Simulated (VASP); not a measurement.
A run of VASP 6.6.1:

File INCAR:

```
SYSTEM = W
ALGO     = Normal         ! electronic algorithm
EDIFF    = 1E-6           ! SCF threshold, eV
ENCUT    = 520            ! plane-wave cutoff, eV
ISIF     = 2              ! what is computed and relaxed
ISMEAR   = 1              ! smearing method
ISPIN    = 2              ! spin polarisation
LASPH    = .TRUE.         ! aspherical terms in the spheres
LCHARG   = .FALSE.        ! write CHGCAR
LMAXMIX  = 4              ! l up to which the mixer works
LORBIT   = 11             ! projections on sites
LREAL    = .FALSE.        ! projectors in reciprocal space
LWAVE    = .FALSE.        ! write WAVECAR
MAGMOM   = 0.5            ! initial moments
NBANDS   = 17             ! bands
NELM     = 150            ! most SCF steps
PREC     = Accurate       ! precision mode
SIGMA    = 0.1            ! smearing width, eV
```

Contents of KPOINTS:

```
k-points
0
G
  12 12 12
  0 0 0
```

POSCAR

```
W
1.0
   -1.5823450000      1.5823450000      1.5823450000
    1.5823450000     -1.5823450000      1.5823450000
    1.5823450000      1.5823450000     -1.5823450000
W
1
Direct
    0.0000000000      0.0000000000      0.0000000000
```

Potentials or basis: VASP PAW LDA potentials, release 64 (W_sv).

Command:

```console
$ cat potpaw_LDA.64/W_sv/POTCAR > POTCAR
$ mpirun -np 1 vasp_std > vasp.out
```

Hardware: 1 thread of AMD EPYC 7R43 64-Core Processor (Zen 3) (shared host).

Q: Estimate the wall time of this run.

A: Run time: 30 s on 1 thread of AMD EPYC 7R43 64-Core Processor (Zen 3), on a shared host, peak memory 0.1 GiB. Counts: scf iterations 13, k points 72.
